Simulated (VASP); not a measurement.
# Re (Fm-3m) in VASP: settings compared

Re is run at these levels: B3LYP+D4, LDA; tasks: single point.

All numbers are computed with VASP 6.6.1; they aren't measurements. Logs are shortened: lines on timing, memory, paths and dates and some standing lists are left out, and cuts for length are marked.

## 1. The cell of the first run

It takes space group Fm-3m (No. 225, cubic). The conventional cell has a = 3.973 Å, b = 3.973 Å, c = 3.973 Å, α = 90.00°, β = 90.00°, γ = 90.00°. Re (site symmetry m-3m) has 12 Re at 2.81 Å within 3.7 Å.

This isn't the form of Re at room conditions, which is hcp.

## 2. Single point, B3LYP+D4

POSCAR

```
Re
1.0
    0.0000000000      1.9865193485      1.9865193485
    1.9865193485      0.0000000000      1.9865193485
    1.9865193485      1.9865193485      0.0000000000
Re
1
Direct
    0.0000000000      0.0000000000      0.0000000000
```

INCAR.step1

```
SYSTEM = Re
PREC     = Accurate       ! precision mode
ENCUT    = 520            ! plane-wave cutoff, eV
EDIFF    = 1E-5           ! SCF threshold, eV
ISMEAR   = 1              ! smearing method
SIGMA    = 0.01           ! smearing width, eV
LREAL    = .FALSE.        ! projectors in reciprocal space
LASPH    = .TRUE.         ! aspherical terms in the spheres
NELM     = 100            ! most SCF steps
ALGO     = Normal         ! electronic algorithm
ISIF     = 2              ! what is computed and relaxed
LWAVE    = .TRUE.         ! write WAVECAR
LCHARG   = .FALSE.        ! write CHGCAR
NBANDS   = 10             ! bands
GGA      = PE             ! functional
```

INCAR.step2

```
SYSTEM = Re
PREC     = Accurate       ! precision mode
ENCUT    = 520            ! plane-wave cutoff, eV
EDIFF    = 1E-6           ! SCF threshold, eV
ISMEAR   = 1              ! smearing method
SIGMA    = 0.01           ! smearing width, eV
LREAL    = .FALSE.        ! projectors in reciprocal space
LASPH    = .TRUE.         ! aspherical terms in the spheres
NELM     = 100            ! most SCF steps
ALGO     = Normal         ! electronic algorithm
ISIF     = 2              ! what is computed and relaxed
LWAVE    = .FALSE.        ! write WAVECAR
LCHARG   = .FALSE.        ! write CHGCAR
GGA      = B3             ! functional
LHFCALC  = .TRUE.         ! exact exchange
AEXX     = 0.2            ! exact-exchange fraction
AGGAX    = 0.72         
AGGAC    = 0.81         
ALDAC    = 0.19         
PRECFOCK = Normal       
IVDW     = 13             ! dispersion correction
NBANDS   = 10             ! bands
ISTART   = 1
```

KPOINTS

```
Automatic mesh
0
G
  8 8 8
  0 0 0
```

Potentials or basis: VASP PAW PBE potentials, release 64 (Re).

The run is started by

```console
cat potpaw_PBE.64/Re/POTCAR > POTCAR
cp INCAR.step1 INCAR
mpirun -np 1 vasp_std > vasp.out
cp INCAR.step2 INCAR
mpirun -np 1 vasp_std > vasp.out
```

OUTCAR:

```text
SYSTEM = Re
   PREC = Accurate
   ENCUT = 520
   EDIFF = 1E-6
   ISMEAR = 1
   LREAL = .FALSE.
   LASPH = .TRUE.
   NELM = 100
   ISIF = 2
   GGA = B3
   LHFCALC = .TRUE.
   AEXX = 0.2
   PRECFOCK = Normal
   IVDW = 13
   ISTART = 1

 ion  position               nearest neighbor table
   1  0.000  0.000  0.000-

  LATTYP: Found a face centered cubic cell.
 ALAT       =     3.9730386970

  Lattice vectors:

 A1 = (   0.0000000000,   1.9865193485,   1.9865193485)
 A2 = (   1.9865193485,   0.0000000000,   1.9865193485)
 A3 = (   1.9865193485,   1.9865193485,   0.0000000000)

Analysis of symmetry for initial positions (statically):
=====================================================================
 Subroutine PRICEL returns:
 Original cell was already a primitive cell.

 Routine SETGRP: Setting up the symmetry group for a
 face centered cubic supercell.

 Subroutine GETGRP returns: Found 48 space group operations
 (whereof 48 operations were pure point group operations)
 out of a pool of 48 trial point group operations.

The static configuration has the point symmetry O_h .

Analysis of symmetry for dynamics (positions and initial velocities):
=====================================================================
 Subroutine PRICEL returns:
 Original cell was already a primitive cell.

 Routine SETGRP: Setting up the symmetry group for a
 face centered cubic supercell.

 Subroutine GETGRP returns: Found 48 space group operations
 (whereof 48 operations were pure point group operations)
 out of a pool of 48 trial point group operations.

The dynamic configuration has the point symmetry O_h .

 Subroutine INISYM returns: Found 48 space group operations
 (whereof 48 operations are pure point group operations),
 and found     1 'primitive' translations

----------------------------------------------------------------------------------------

                                     Primitive cell

  volume of cell :      15.6786

  direct lattice vectors                    reciprocal lattice vectors
     0.000000000  1.986519348  1.986519348    -0.251696517  0.251696517  0.251696517
     1.986519348  0.000000000  1.986519348     0.251696517 -0.251696517  0.251696517
     1.986519348  1.986519348  0.000000000     0.251696517  0.251696517 -0.251696517

  length of vectors
     2.809362605  2.809362605  2.809362605     0.435951155  0.435951155  0.435951155

  position of ions in fractional coordinates (direct lattice)
[... 91 lines left out ...]
   EFERMI =   0.00;   METHOD = LEGACY
   ISMEAR =     1;   SIGMA  =   0.01  broadening in eV -4-tet -1-fermi 0-gaus
   EFERMI_NEDOS =   21; number of points for ismear=-14 and -15
   IALGO  =     38    algorithm
   IMIX   =      1    mixing-type and parameters
     AMIX     =   0.40;   BMIX     =  1.00
     AMIX_MAG =   1.60;   BMIX_MAG =  1.00
  volume/ion in A,a.u.               =      15.68       105.80
  Fermi-wavevector in a.u.,A,eV,Ry     =   1.251233  2.364487 21.301050  1.565583
  Thomas-Fermi vector in A             =   2.385190
   LORBIT       =      0    0 simple, 1 ext, 2 COOP (PROOUT), +10 PAW based schemes
   GGA     = B3    functional components
   LHFCALC =     T    Hartree Fock is set to
   PRECFOCK=normal    Normal, Fast or Accurate (Low or Medium for compatibility)
   ENCUT4O =  -1.0   cutoff for four orbital integrals eV
   NKREDX  =     1    reduce k-point grid by
   NKREDY  =     1    reduce k-point grid by
   NKREDZ  =     1    reduce k-point grid by
   AEXX    =    0.2000 exact exchange contribution
   HFSCREEN=    0.0000 screening length (either q_TF or 0.3 A-1)
   HFSCREENC=   0.0000 screening length for correlation (either q_TF or 0.3 A-1)
   ENCUTFOCK=  -1.0 apply spherical cutoff to Coloumb kernel
   IVDW    =    13    specifies the selected vdW correction
   LEPSILON=     F    determine dielectric tensor
   LRPA    =     F    only Hartree local field effects (RPA)
 non-spin polarized calculation
 Methfessel and Paxton  Order N= 1 SIGMA  =   0.01
  energy-cutoff  :      520.00
  volume of cell :       15.68
 maximum number of plane-waves:       444
 NGX is ok and might be reduce to    24
  NGX = 16; NGY = 16; NGZ = 16

 number of electron       7.0000000 magnetization

 Free energy of the ion-electron system (eV)
  ---------------------------------------------------
  ext. energy  EPLUGINS =         0.00000000
  ---------------------------------------------------
  free energy    TOTEN  =       -13.34904078 eV

  energy without entropy =      -13.34891241  energy(sigma->0) =      -13.34899799

 E-fermi :   7.6979     XC(G=0): -10.6077

 val. band max:        7.6969298924   @ k =   0.5000   0.2500   0.0000
 cond. band min:       8.0115116139   @ k =   0.5000   0.3750   0.0000
 fundamental gap:      0.3145817215
 Fermi energy:         7.6979199585

 k-point     1 :       0.0000    0.0000    0.0000
  band No.  band energies     occupation
      1      -3.2647      2.00000
      2       5.0936      2.00000
      3       5.0936      2.00000
      4       5.0936      2.00000
      5       9.2712      0.00000
      6       9.2712      0.00000
      7      22.6934      0.00000
      8      28.2285      0.00000
      9      28.2285      0.00000
     10      28.2285      0.00000
[... 287 lines left out ...]
 k-point    24 :      -0.3750    0.2500    0.1250
  band No.  band energies     occupation
      1       1.7383      2.00000
      2       3.3566      2.00000
      3       5.1109      2.00000
      4       6.7316      2.00000
      5      11.2321      0.00000
      6      15.2945      0.00000
      7      16.8491      0.00000
      8      24.9512      0.00000
      9      25.4749      0.00000
     10      28.5344      0.00000

 [... further k-points ...]

------------------------ aborting loop because EDIFF is reached ----------------------------------------

  DFT-D4 for vdW energy calculation

  Edisp (eV):   -1.12223

  FORCE on cell =-STRESS in cart. coord.  units (eV):
  Direction    XX          YY          ZZ          XY          YZ          ZX
  --------------------------------------------------------------------------------------
  -------------------------------------------------------------------------------------
  Total      -2.47889    -2.47889    -2.47889     0.00000     0.00000     0.00000
  in kB    -253.31426  -253.31426  -253.31426     0.00000     0.00000     0.00000
  external pressure =     -253.31 kB  Pullay stress =        0.00 kB

 VOLUME and BASIS-vectors are now :
 -----------------------------------------------------------------------------
  energy-cutoff  :      520.00
  volume of cell :       15.68
      direct lattice vectors                 reciprocal lattice vectors
     0.000000000  1.986519348  1.986519348    -0.251696517  0.251696517  0.251696517
     1.986519348  0.000000000  1.986519348     0.251696517 -0.251696517  0.251696517
     1.986519348  1.986519348  0.000000000     0.251696517  0.251696517 -0.251696517

 POSITION                                       TOTAL-FORCE (eV/Angst)
 -----------------------------------------------------------------------------------
      0.00000      0.00000      0.00000         0.000000      0.000000      0.000000
 -----------------------------------------------------------------------------------
    total drift:                                0.000000     -0.000000     -0.000000

  FREE ENERGIE OF THE ION-ELECTRON SYSTEM (eV)
  ---------------------------------------------------
  free  energy   TOTEN  =       -14.4712749441 eV

  energy  without entropy=      -14.4711465691  energy(sigma->0) =      -14.47123215
```

OSZICAR.step1:

```text
N       E                     dE             d eps       ncg     rms          rms(c)
DAV:   1     0.402472287838E+01    0.40247E+01   -0.34126E+03   904   0.798E+02
DAV:   2    -0.127332281323E+02   -0.16758E+02   -0.15379E+02   890   0.162E+02
DAV:   3    -0.130578272572E+02   -0.32460E+00   -0.31998E+00   976   0.401E+01
DAV:   4    -0.130591489551E+02   -0.13217E-02   -0.13209E-02   932   0.101E+00
DAV:   5    -0.130591500989E+02   -0.11438E-05   -0.11432E-05   798   0.218E-02    0.267E+01
DAV:   6    -0.124815458706E+02    0.57760E+00   -0.55094E-01   906   0.197E+01    0.987E+00
DAV:   7    -0.123052489708E+02    0.17630E+00   -0.33842E-01   916   0.148E+01    0.858E-01
DAV:   8    -0.122994716057E+02    0.57774E-02   -0.52050E-03   932   0.899E-01    0.263E-01
DAV:   9    -0.122994433991E+02    0.28207E-04   -0.21628E-04   894   0.368E-01    0.340E-02
DAV:  10    -0.122994380856E+02    0.53135E-05   -0.73757E-05   710   0.597E-02
   1 F= -.12299438E+02 E0= -.12299385E+02  d E =-.160550E-03
```

Run time: 7.4 min. Hardware: 1 thread of Intel Xeon 6975P-C (Granite Rapids), shared host; peak memory 0.16 GiB.

What came out:

```
Free energy                : -14.4713 eV
Pressure                   : -25.3 GPa
Band gap on the k mesh     : zero (an odd number of electrons rules out a gap without spin polarisation)
Dispersion energy per atom : -1.122 eV
```

Caveat: the cell stands under tension; the dispersion term is far too large for a dense solid, which distorts pressure and volume; the PAW data sets were made with another functional, which shifts forces and pressure a little; spin-orbit coupling is left out, which moves the levels of the heavy elements.

## 3. Single point, LDA

This run uses another cell than the first one, of 15.41 Å³/atom.

INCAR

```
SYSTEM = Re
  PREC = Accurate
  ENCUT = 520
  EDIFF = 1E-6
  ISMEAR = 0
  SIGMA = 0.05
  LREAL = .FALSE.
  LASPH = .TRUE.
  NELM = 60
  ALGO = Fast
  ISIF = 2
  LWAVE = .FALSE.
  LCHARG = .FALSE.
  NBANDS = 10
```

KPOINTS

```
regular mesh
0
G
  12 12 12
  0 0 0
```

POSCAR

```
Re
1.0
    0.0000000000      1.9750000000      1.9750000000
    1.9750000000      0.0000000000      1.9750000000
    1.9750000000      1.9750000000      0.0000000000
Re
1
Direct
    0.0000000000      0.0000000000      0.0000000000
```

Potentials or basis: VASP PAW LDA potentials, release 64 (Re).

The run is started by

```console
cat potpaw_LDA.64/Re/POTCAR > POTCAR
mpirun -np 1 vasp_std > vasp.out
```

Run time: 11 s. Hardware: 1 thread of Intel Xeon 8259CL, shared host; peak memory 0.14 GiB.

It converged, with:

| Quantity | Value |
| --- | --- |
| Free energy | -13.6233 eV |
| Pressure | -23.1 GPa |
| Band gap on the k mesh | zero (an odd number of electrons rules out a gap without spin polarisation) |

Levels at points of the mesh, in eV from the Fermi level:
```csv
k point,band 1,band 2,band 3,band 4,band 5,band 6,band 7,band 8,band 9
"(0.00, 0.00, 0.00)",-9.70,-1.79,-1.79,-1.79,1.17,1.17,13.97,19.32,19.32
"(0.50, 0.00, 0.00)",-6.50,-1.98,-1.98,0.31,3.56,3.56,9.35,13.47,19.63
"(0.50, 0.50, 0.00)",-6.39,-5.57,2.76,3.50,4.27,4.27,12.00,12.00,12.25
```

Caveat: the cell stands under tension; spin-orbit coupling is left out, which moves the levels of the heavy elements.

The gap in the log of VASP goes by the Fermi energy; the results here count the filled bands.